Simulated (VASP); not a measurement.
Si8C9 (a cell with a defect), 17 atoms in the cell. The cell holds a defect, 17 atoms: a = 6.163 Å, b = 6.163 Å, c = 6.163 Å, α = 60.00°, β = 60.00°, γ = 60.00°. 

* Program: VASP 6.6.1
* Task: relaxation of the atoms
* Functional: PBEsol
* Potentials or basis: VASP PAW PBE potentials, release 64 (Si, C)
* Cutoff: 520 eV
* k mesh: 2 × 2 × 2
* Occupations: gaussian, width 0.02 eV
* Spin: no spin polarisation
* Dipole correction: no
* Further INCAR settings: ALGO = Normal; EDIFF = 1e-07; IBRION = 2; EDIFFG = -0.05; NSW = 45

Potentials or basis: VASP PAW PBE potentials, release 64 (Si, C).

Command:

```console
$ cat potpaw_PBE.64/Si/POTCAR potpaw_PBE.64/C/POTCAR > POTCAR
$ mpirun -np 1 vasp_std > vasp.out
```

Hardware: 1 thread of AMD EPYC 9R45 (Zen 5), on a shared host.

Q: How long does it take, and how much memory?

A: Run time: 5.4 min on 1 thread of AMD EPYC 9R45 (Zen 5) (shared host), peak memory 0.28 GiB. Counts: scf iterations 175, k points 3, ion steps 21.
